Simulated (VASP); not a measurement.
**Ge: single point with PBE**

The system is Ge.

```
CELL_PARAMETERS angstrom
1.39715 -2.60052 0.00000
1.39715 2.60052 0.00000
0.00000 0.00000 2.69823
ATOMIC_POSITIONS crystal
Ge 0.50000 0.50000 0.00000
```

```json
{
 "Program": "VASP 6.6.1",
 "Task": "single point",
 "Functional": "PBE",
 "Potentials or basis": "VASP PAW PBE potentials, release 64 (Ge_d)",
 "Cutoff": "520 eV",
 "k mesh": "11 × 11 × 10",
 "Occupations": "gaussian, width 0.024 eV",
 "Spin": "no spin polarisation"
}
```

- Pressure: -0.6 GPa
- Band gap on the k mesh: zero (bands 7 and 8 overlap by 9.06 eV)

Stress tensor (GPa, compression positive):
```
 1.10  0.00  0.00
 0.00 -2.83  0.00
 0.00  0.00 -0.18
```

Levels at points of the mesh, in eV from the Fermi level:
| k point | band 3 | band 4 | band 5 | band 6 | band 7 | band 8 | band 9 | band 10 | band 11 | band 12 |
| --- | --- | --- | --- | --- | --- | --- | --- | --- | --- | --- |
| (0.00, 0.00, 0.00) | -24.62 | -24.52 | -24.49 | -12.85 | 6.68 | 7.15 | 8.66 | 10.18 | 12.51 | 14.89 |
| (0.00, 0.00, 0.50) | -24.58 | -24.56 | -24.53 | -9.08 | -5.66 | 9.98 | 11.49 | 16.04 | 16.13 | 17.28 |

Wall time 64 s on 1 thread of Intel Xeon 8259CL, on a shared host, peak memory 0.17 GiB.
